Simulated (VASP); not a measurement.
Write the native input for VASP 6.6.1 that does the following.

| Quantity | Value |
| --- | --- |
| Task | single point |
| Functional | PBEsol |
| Potentials or basis | VASP PAW PBE potentials, release 64 (S, Mo_sv) |
| Cutoff | 520 eV |
| k mesh | 9 × 9 × 1 |
| Occupations | gaussian, width 0.05 eV |
| Spin | no spin polarisation |
| Dipole correction | yes |
| Further INCAR settings | LREAL = Auto; ALGO = Normal; EDIFF = 1e-07; NBANDS = 78 |

The structure of MoS2 lies in POSCAR:

```
MoS2
1.0
    3.1414322221      0.0000000000      0.0000000000
   -1.5707161110      2.7205601086      0.0000000000
    0.0000000000      0.0000000000     43.2758314468
S Mo
10 5
Direct
    0.3333333333      0.6666666667      0.1733570349
    0.3333333333      0.6666666667      0.2453777674
    0.6666666667      0.3333333333      0.3185987753
    0.6666666667      0.3333333333      0.3906509051
    0.3333333333      0.6666666667      0.4639741982
    0.3333333333      0.6666666667      0.5360258392
    0.6666666667      0.3333333333      0.6093492123
    0.6666666667      0.3333333333      0.6814013353
    0.3333333333      0.6666666667      0.7546221017
    0.3333333333      0.6666666667      0.8266428321
    0.6666666667      0.3333333333      0.2093483111
    0.3333333333      0.6666666667      0.3546248248
    0.6666666667      0.3333333333      0.5000000183
    0.3333333333      0.6666666667      0.6453752888
    0.6666666667      0.3333333333      0.7906515555
```

The input as run:

INCAR

```
ALGO = Normal ; DIPOL = 0.5 0.5 0.500
EDIFF = 1E-7 ; ENCUT = 520
GGA = PS ; IDIPOL = 3
ISIF = 2 ; ISMEAR = 0
LASPH = T ; LCHARG = F
LDIPOL = T ; LREAL = Auto
LWAVE = F ; NBANDS = 78
NELM = 100 ; PREC = Accurate
SIGMA = 0.05
```

KPOINTS

```
k-points
0
Gamma
  9 9 1
```

Potentials or basis: VASP PAW PBE potentials, release 64 (S, Mo_sv).

The run is started by

```sh
$ cat potpaw_PBE.64/S/POTCAR potpaw_PBE.64/Mo_sv/POTCAR > POTCAR
$ mpirun -np 1 vasp_std > vasp.out
```

It gave:

- Largest force: 0.011 eV/Å
- Band gap on the k mesh: 1.16 eV (least direct gap 1.75 eV)

Caveat: the PAW data sets were made with another functional, which shifts forces and pressure a little.

Wall time 8.2 min on 1 thread of Intel(R) Xeon(R) 6975P-C (Granite Rapids), on a shared host, peak memory 0.53 GiB.
